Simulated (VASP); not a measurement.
## Tc: single point with PBEsol

Crystal: Tc.

```
CELL_PARAMETERS angstrom
2.75750 0.00000 0.00000
-1.37875 2.38806 0.00000
0.00000 0.00000 8.82776
ATOMIC_POSITIONS crystal
Tc 0.66667 0.33333 0.75000
Tc 0.00000 0.00000 0.50000
Tc 0.33333 0.66667 0.25000
Tc 0.00000 0.00000 0.00000
```

```yaml
Program: VASP 6.6.1
Task: single point
Functional: PBEsol
Potentials_or_basis: VASP PAW PBE potentials, release 64 (Tc_pv)
Cutoff: 520 eV
k_mesh: 11 × 11 × 3
Occupations: fermi-dirac, width 0.05 eV
Spin: no spin polarisation
```

```
Pressure               : -11.7 GPa
Band gap on the k mesh : zero (bands 26 and 27 overlap by 2.80 eV)
```

Stress tensor (GPa, compression positive):
```
-12.20   0.00   0.00
  0.00 -12.20   0.00
  0.00   0.00 -10.67
```

Levels at points of the mesh, in eV from the Fermi level:
```
           k point  band 22  band 23  band 24  band 25  band 26  band 27  band 28  band 29  band 30  band 31
(0.00, 0.00, 0.00)    -1.81    -1.46    -1.22    -1.22    -1.11    -1.11     0.27     0.27     0.97     0.97
```

It took 61 s on 1 thread of AMD EPYC 7R13 Processor (Zen 3), with other jobs on the host, peak memory 0.18 GiB.

Caveat: the cell stands under tension; the PAW data sets were made with another functional, which shifts forces and pressure a little.
